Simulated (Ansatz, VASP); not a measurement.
Two plane-wave programs on LiBr

The input POSCAR:

```
LiBr
1.0
    0.0000000000      2.7226905798      2.7226905798
    2.7226905798      0.0000000000      2.7226905798
    2.7226905798      2.7226905798      0.0000000000
Li Br
1 1
Direct
    0.0000000000      0.0000000000      0.0000000000
    0.5000000000      0.5000000000      0.5000000000
```

Contents of INCAR.step1:

```
PREC = Accurate
ENCUT = 720
ISMEAR = -1
SIGMA = 0.03
LREAL = F
LASPH = T
NELM = 120
NBANDS = 12
GGA = PE
ALGO = Normal
EDIFF = 1E-5
LWAVE = T
LCHARG = F
GGA_COMPAT = F
```

The input INCAR.step2:

```
PREC = Accurate
ENCUT = 720
EDIFF = 1E-8
ISMEAR = -1
SIGMA = 0.03
LREAL = F
LASPH = T
NELM = 120
ALGO = Normal
ISIF = 2
LWAVE = F
LCHARG = F
METAGGA = R2SCAN
LMIXTAU = T
LEFG = T
NBANDS = 12
ISTART = 1
GGA_COMPAT = F
```

File KPOINTS:

```
regular mesh
0
Gamma
  10 10 10
```

Input for Ansatz:

```yaml
crystal:
  lattice:
    - [0.0, 2.7226905798, 2.7226905798]
    - [2.7226905798, 0.0, 2.7226905798]
    - [2.7226905798, 2.7226905798, 0.0]
  atoms:
    - { symbol: Li, position: [0.0, 0.0, 0.0] }
    - { symbol: Br, position: [0.5, 0.5, 0.5] }
kpoints:
  mp_grid: { grid: [10, 10, 10] }
  band_path:
    path:
      - [0.0, 0.0, 0.0]
      - [0.5, 0.0, 0.5]
      - [0.625, 0.25, 0.625]
      - [0.375, 0.375, 0.75]
      - [0.0, 0.0, 0.0]
      - [0.5, 0.5, 0.5]
      - [0.5, 0.25, 0.75]
      - [0.5, 0.0, 0.5]
    npoints: 14
scf:
  occupations: { method: fermi_dirac, width: 0.03 }
hamiltonian:
  xc: r2scan
  pseudopotentials: { kind: paw }
output:
  forces: true
  stress: true
  eigenvalues: true
  efg: { contact_densities: true }
  populations: true
  bader: true
  dos: { projected: true, de: 0.2, e_range: [-14, 8] }
  write_density: true
  write_potential: true
  elf: true
  volumetric_format: npy
```

Alike in both runs: task electric field gradients; functional r2SCAN; k mesh 10 × 10 × 10; occupations fermi-dirac, width 0.03 eV; no spin polarisation.

|  | VASP | Ansatz |
| --- | --- | --- |
| version | VASP 6.6.1 | Ansatz 0.2.0 |
| potentials or method | VASP PAW PBE potentials, release 64 (Li_sv, Br) | PAW with Ansatz's default frozen-core files, scalar-relativistic |
| plane-wave cutoff (eV) | 720 | 500 |
| valence electrons in the cell | 10 | 10 |

|  | VASP | Ansatz | Ansatz less VASP |
| --- | --- | --- | --- |
| gap on the k mesh at the Fermi level (eV) | 6.03 | 5.97 | -0.057 |
| pressure (GPa) | 0.1 | 0.6 | +0.50 |

VASP's potentials were made for PBE, not for r2SCAN.
